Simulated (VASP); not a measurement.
# Ta16F in VASP: a series of runs

Runs on Ta16F. Level: PBE. Tasks: single point.

All numbers are computed with VASP 6.6.1; they aren't measurements. Logs are shortened: lines on timing, memory, paths and dates and some standing lists are left out, and cuts for length are marked.

## (1) The cell of the first run

The cell holds a slab with vacuum, 17 atoms: a = 6.638 Å, b = 6.638 Å, c = 20.300 Å, α = 90.00°, β = 90.00°, γ = 90.00°.

## (2) Single point, PBE

INCAR

```
SYSTEM = Ta16F
PREC = Accurate
ENCUT = 520
EDIFF = 1E-6
ISMEAR = 0
SIGMA = 0.1
LREAL = Auto
LASPH = .True.
NELM = 100
ALGO = Normal
ISIF = 2
LWAVE = .False.
LCHARG = .False.
LDIPOL = .True.
IDIPOL = 3
DIPOL = 0.5 0.5 0.330
GGA = PE
NBANDS = 106
```

KPOINTS

```
regular mesh
0
Gamma
  4 4 1
  0 0 0
```

POSCAR

```
Ta16F
1.0
    6.6379342675      0.0000000000      0.0000000000
    0.0000000000      6.6379342675      0.0000000000
    0.0000000000      0.0000000000     20.2996559605
Ta F
16 1
Direct
    0.2500000000      0.2500000000      0.1970476745
    0.2500000000      0.7500000000      0.1970476745
    0.7500000000      0.2500000000      0.1970476745
    0.7500000000      0.7500000000      0.1970476745
    0.0000000000      0.0000000000      0.2787970189
    0.0000000000      0.5000000000      0.2787970189
    0.5000000000      0.0000000000      0.2787970189
    0.5000000000      0.5000000000      0.2787970189
    0.2500000000      0.2500000000      0.3599139072
    0.2500000000      0.7500000000      0.3599139072
    0.7500000000      0.2500000000      0.3599139072
    0.7500000000      0.7500000000      0.3599139072
    0.0000000000      0.0000000000      0.4334879358
    0.0000000000      0.5000000000      0.4334879358
    0.5000000000      0.0000000000      0.4334879358
    0.5000000000      0.5000000000      0.4334879358
    0.0000000000      0.0000000000      0.5284210159
```

Potentials or basis: VASP PAW PBE potentials, release 64 (Ta_pv, F).

Started as:

```console
cat potpaw_PBE.64/Ta_pv/POTCAR potpaw_PBE.64/F/POTCAR > POTCAR
mpirun -np 1 vasp_std > vasp.out
```

OUTCAR:

```text
SYSTEM = Ta16F
   PREC = Accurate
   ENCUT = 520
   EDIFF = 1E-6
   ISMEAR = 0
   LREAL = Auto
   LASPH = .True.
   NELM = 100
   ISIF = 2
   GGA = PE

 ion  position               nearest neighbor table
   1  0.250  0.250  0.197-   5 2.87   6 2.87   7 2.87   8 2.87   9 3.31   3 3.32   2 3.32   2 3.32
                             3 3.32
   2  0.250  0.750  0.197-   5 2.87   6 2.87   7 2.87   8 2.87  10 3.31   4 3.32   1 3.32   1 3.32
                             4 3.32
   3  0.750  0.250  0.197-   5 2.87   6 2.87   7 2.87   8 2.87  11 3.31   4 3.32   1 3.32   4 3.32
                             1 3.32
   4  0.750  0.750  0.197-   5 2.87   6 2.87   7 2.87   8 2.87  12 3.31   3 3.32   2 3.32   3 3.32
                             2 3.32
   5  0.000  0.000  0.279-   9 2.87  10 2.87  11 2.87  12 2.87   1 2.87   2 2.87   3 2.87   4 2.87
                            13 3.14   7 3.32   6 3.32   6 3.32   7 3.32
   6  0.000  0.500  0.279-   9 2.87  10 2.87  11 2.87  12 2.87   1 2.87   2 2.87   3 2.87   4 2.87
                            14 3.14   8 3.32   5 3.32   5 3.32   8 3.32
   7  0.500  0.000  0.279-   9 2.87  10 2.87  11 2.87  12 2.87   1 2.87   2 2.87   3 2.87   4 2.87
                            15 3.14   8 3.32   5 3.32   8 3.32   5 3.32
   8  0.500  0.500  0.279-   9 2.87  10 2.87  11 2.87  12 2.87   1 2.87   2 2.87   3 2.87   4 2.87
                            16 3.14   7 3.32   6 3.32   7 3.32   6 3.32
   9  0.250  0.250  0.360-  13 2.78  14 2.78  15 2.78  16 2.78   5 2.87   6 2.87   7 2.87   8 2.87
                             1 3.31  10 3.32  11 3.32  10 3.32  11 3.32
  10  0.250  0.750  0.360-  13 2.78  14 2.78  15 2.78  16 2.78   5 2.87   6 2.87   7 2.87   8 2.87
                             2 3.31   9 3.32  12 3.32   9 3.32  12 3.32
  11  0.750  0.250  0.360-  13 2.78  14 2.78  15 2.78  16 2.78   5 2.87   6 2.87   7 2.87   8 2.87
                             3 3.31   9 3.32  12 3.32  12 3.32   9 3.32
  12  0.750  0.750  0.360-  13 2.78  14 2.78  15 2.78  16 2.78   5 2.87   6 2.87   7 2.87   8 2.87
                             4 3.31  10 3.32  11 3.32  11 3.32  10 3.32
  13  0.000  0.000  0.433-  17 1.93  10 2.78  11 2.78  12 2.78   9 2.78   5 3.14  15 3.32  14 3.32
                            14 3.32  15 3.32
  14  0.000  0.500  0.433-   9 2.78  10 2.78  11 2.78  12 2.78   6 3.14  13 3.32  16 3.32  13 3.32
                            16 3.32
  15  0.500  0.000  0.433-   9 2.78  10 2.78  11 2.78  12 2.78   7 3.14  13 3.32  16 3.32  16 3.32
                            13 3.32
  16  0.500  0.500  0.433-   9 2.78  10 2.78  11 2.78  12 2.78   8 3.14  14 3.32  15 3.32  15 3.32
                            14 3.32
  17  0.000  0.000  0.528-  13 1.93

  LATTYP: Found a simple tetragonal cell.
 ALAT       =     6.6379342675
 C/A-ratio  =     3.0581284994

  Lattice vectors:

 A1 = (   6.6379342675,   0.0000000000,   0.0000000000)
 A2 = (   0.0000000000,   6.6379342675,   0.0000000000)
 A3 = (   0.0000000000,   0.0000000000,  20.2996559605)

Analysis of symmetry for initial positions (statically):
=====================================================================
 Subroutine PRICEL returns:
 Original cell was already a primitive cell.
[... 157 lines left out ...]
   LORBIT       =      0    0 simple, 1 ext, 2 COOP (PROOUT), +10 PAW based schemes
   GGA     = PE    functional components
   LHFCALC =     F    Hartree Fock is set to
   AEXX    =    0.0000 exact exchange contribution
   IVDW    =     0    specifies the selected vdW correction
   LEPSILON=     F    determine dielectric tensor
   LRPA    =     F    only Hartree local field effects (RPA)
 non-spin polarized calculation
 Gauss-broadening in eV      SIGMA  =   0.10
  energy-cutoff  :      520.00
  volume of cell :      894.45
 maximum number of plane-waves:     24163
 NGX is ok and might be reduce to    50
   NGX = 25   NGY = 25   NGZ = 75

 dipolmoment           0.000000      0.000000     -2.181771 electrons x Angstroem

 number of electron     182.9999946 magnetization

 dipolmoment           0.000000      0.000000      0.053797 electrons x Angstroem

 Free energy of the ion-electron system (eV)
  ---------------------------------------------------
  ext. energy  EPLUGINS =         0.00000000
  ---------------------------------------------------
  free energy    TOTEN  =      -180.29857142 eV

  energy without entropy =     -180.21956585  energy(sigma->0) =     -180.25906864

 E-fermi :  -0.6260     XC(G=0):  -5.3012

 val. band max:       -0.6537908307   @ k =   0.0000   0.0000   0.0000
 cond. band min:      -0.6058247339   @ k =   0.5000   0.2500   0.0000
 fundamental gap:      0.0479660968
 Fermi energy:        -0.6260393410

 k-point     1 :       0.0000    0.0000    0.0000
  band No.  band energies     occupation
      1     -35.7826      2.00000
      2     -35.6505      2.00000
      3     -35.6435      2.00000
      4     -35.6435      2.00000
      5     -35.6318      2.00000
      6     -35.6318      2.00000
[... 625 lines left out ...]
    102      -0.1902      0.00000
    103      -0.0206      0.00000
 [bands above 103 left out]

------------------------ aborting loop because EDIFF is reached ----------------------------------------

 vacuum level on the upper side and lower side of the slab       (xc-potential included)        -0.019        -0.277

  FORCE on cell =-STRESS in cart. coord.  units (eV):
  Direction    XX          YY          ZZ          XY          YZ          ZX
  --------------------------------------------------------------------------------------
  -------------------------------------------------------------------------------------
  Total      -16.7395367    -16.7395367     -2.8876355      0.0000000      0.0000000      0.0000000
  in kB      -29.9846817    -29.9846817     -5.1724748      0.0000000      0.0000000      0.0000000
  external PRESSURE =     -21.7139461 kB  Pullay stress =       0.0000000 kB

 VOLUME and BASIS-vectors are now :
 -----------------------------------------------------------------------------
  energy-cutoff  :      520.00
  volume of cell :      894.45
      direct lattice vectors                 reciprocal lattice vectors
     6.637934268  0.000000000  0.000000000     0.150649277  0.000000000  0.000000000
     0.000000000  6.637934268  0.000000000     0.000000000  0.150649277  0.000000000
     0.000000000  0.000000000 20.299655961     0.000000000  0.000000000  0.049261919

 POSITION                                       TOTAL-FORCE (eV/Angst)
 -----------------------------------------------------------------------------------
      1.65948      1.65948      4.00000         0.010185      0.010185      0.756394
      1.65948      4.97845      4.00000         0.010185     -0.010185      0.756394
      4.97845      1.65948      4.00000        -0.010185      0.010185      0.756394
      4.97845      4.97845      4.00000        -0.010185     -0.010185      0.756394
      0.00000      0.00000      5.65948         0.000000      0.000000     -1.179027
      0.00000      3.31897      5.65948         0.000000     -0.000000     -0.766511
[... 9 lines left out ...]
      3.31897      3.31897      8.79966         0.000000      0.000000     -0.335509
      0.00000      0.00000     10.72676         0.000000     -0.000000      0.170248
 -----------------------------------------------------------------------------------
    total drift:                               -0.000000      0.000000      0.008521

  FREE ENERGIE OF THE ION-ELECTRON SYSTEM (eV)
  ---------------------------------------------------
  free  energy   TOTEN  =      -180.2985714230 eV

  energy  without entropy=     -180.2195658485  energy(sigma->0) =     -180.25906864

 vacuum level on the upper side and lower side of the slab         3.505         3.239
```

OSZICAR:

```text
N       E                     dE             d eps       ncg     rms          rms(c)
DAV:   1     0.161442454024E+04    0.16144E+04   -0.10055E+05  1624   0.149E+03
DAV:   2    -0.979122649879E+02   -0.17123E+04   -0.16826E+04  1462   0.394E+02
DAV:   3    -0.196926788720E+03   -0.99015E+02   -0.96538E+02  1608   0.776E+01
[... 24 lines left out ...]
DAV:  28    -0.180298564400E+03   -0.13633E-04   -0.78127E-07   864   0.191E-03    0.618E-04
DAV:  29    -0.180298568730E+03   -0.43293E-05   -0.27915E-07   832   0.145E-03    0.310E-04
DAV:  30    -0.180298570125E+03   -0.13958E-05   -0.12155E-07   794   0.727E-04    0.291E-04
DAV:  31    -0.180298571131E+03   -0.10053E-05   -0.10708E-07   802   0.599E-04    0.209E-04
DAV:  32    -0.180298571423E+03   -0.29232E-06   -0.50443E-08   754   0.354E-04
   1 F= -.18029857E+03 E0= -.18025907E+03  d E =-.790056E-01
```

stdout:

```text
POSCAR found type information on POSCAR TaF
 POSCAR found :  2 types and      17 ions
 scaLAPACK will be used
 LDA part: xc-table for (Slater+PW92), standard interpolation
 POSCAR, INCAR and KPOINTS ok, starting setup
 FFT: planning ... GRIDC
 FFT: planning ... GRID_SOFT
 FFT: planning ... GRID
 WAVECAR not read
 entering main loop
```

It took 18 min on 1 thread of Intel Xeon 6975P-C (Granite Rapids), shared host; peak memory 0.95 GiB.

Results:

| Property | Result |
| --- | --- |
| Free energy | -180.2986 eV |
| Largest force | 1.538 eV/Å |

Forces on the atoms (eV/Å):
```
Ta   0.010  0.010  0.756
Ta   0.010 -0.010  0.756
Ta  -0.010  0.010  0.756
Ta  -0.010 -0.010  0.756
Ta   0.000  0.000 -1.179
Ta   0.000  0.000 -0.767
Ta   0.000  0.000 -0.767
Ta   0.000  0.000 -0.786
Ta   0.156  0.156 -0.077
Ta   0.156 -0.156 -0.077
Ta  -0.156  0.156 -0.077
Ta  -0.156 -0.156 -0.077
Ta   0.000  0.000  1.538
Ta   0.000  0.000 -0.296
Ta   0.000  0.000 -0.296
Ta   0.000  0.000 -0.336
F    0.000  0.000  0.170
```

Caveat: spin-orbit coupling is left out, which moves the levels of the heavy elements; an odd number of electrons without spin polarisation forces a metal; a magnetic or distorted state may lie lower.

## (3) Single point, PBE

INCAR

```
PREC = Accurate ; ENCUT = 520
EDIFF = 1E-7 ; ISMEAR = 0
SIGMA = 0.1 ; LREAL = Auto
LASPH = True ; NELM = 80
ALGO = Normal ; ISIF = 2
LWAVE = False ; LCHARG = False
LDIPOL = True ; IDIPOL = 3
DIPOL = 0.5 0.5 0.327 ; GGA = PE
NBANDS = 106
```

KPOINTS

```
regular mesh
0
Gamma
  4 4 1
```

Edit POSCAR of step 2 so:

```diff
@@ -24,2 +24,2 @@
     0.5000000000      0.5000000000      0.4334879358
-    0.0000000000      0.0000000000      0.5284210159
+    0.2500000000      0.2500000000      0.4843013023
```

Potentials or basis: VASP PAW PBE potentials, release 64 (Ta_pv, F).

Started as:

```console
cat potpaw_PBE.64/Ta_pv/POTCAR potpaw_PBE.64/F/POTCAR > POTCAR
mpirun -np 1 vasp_std > vasp.out
```

Wall time 22 min (1 thread of Intel Xeon 6975P-C (Granite Rapids), shared host); peak memory 0.94 GiB.

The run converged. Its results:

| Item | Value |
| --- | --- |
| Free energy | -179.1627 eV |
| Largest force | 0.902 eV/Å |

Forces in eV/Å, atoms in the order of the input:
```
Ta   0.000  0.000  0.902
Ta   0.000  0.000  0.817
Ta   0.000  0.000  0.817
Ta   0.000  0.000  0.873
Ta   0.037  0.037 -0.807
Ta   0.037 -0.037 -0.807
Ta  -0.037  0.037 -0.807
Ta  -0.037 -0.037 -0.807
Ta   0.000  0.000 -0.850
Ta   0.000  0.000  0.158
Ta   0.000  0.000  0.158
Ta   0.000  0.000  0.141
Ta  -0.270 -0.270  0.043
Ta  -0.270  0.270  0.043
Ta   0.270 -0.270  0.043
Ta   0.270  0.270  0.043
F    0.000  0.000  0.041
```

Levels at points of the mesh, in eV from the Fermi level:
```
           k point  band 88  band 89  band 90  band 91  band 92  band 93  band 94  band 95
(0.00, 0.00, 0.00)    -0.18    -0.11     0.03     0.06     0.06     0.09     0.12     0.29
(0.50, 0.00, 0.00)    -0.75    -0.50    -0.42    -0.39     0.08     0.11     0.20     0.24
(0.50, 0.50, 0.00)    -1.08    -0.91    -0.91    -0.91    -0.23    -0.22    -0.17    -0.17
```

Caveat: spin-orbit coupling is left out, which moves the levels of the heavy elements; an odd number of electrons without spin polarisation forces a metal; a magnetic or distorted state may lie lower.
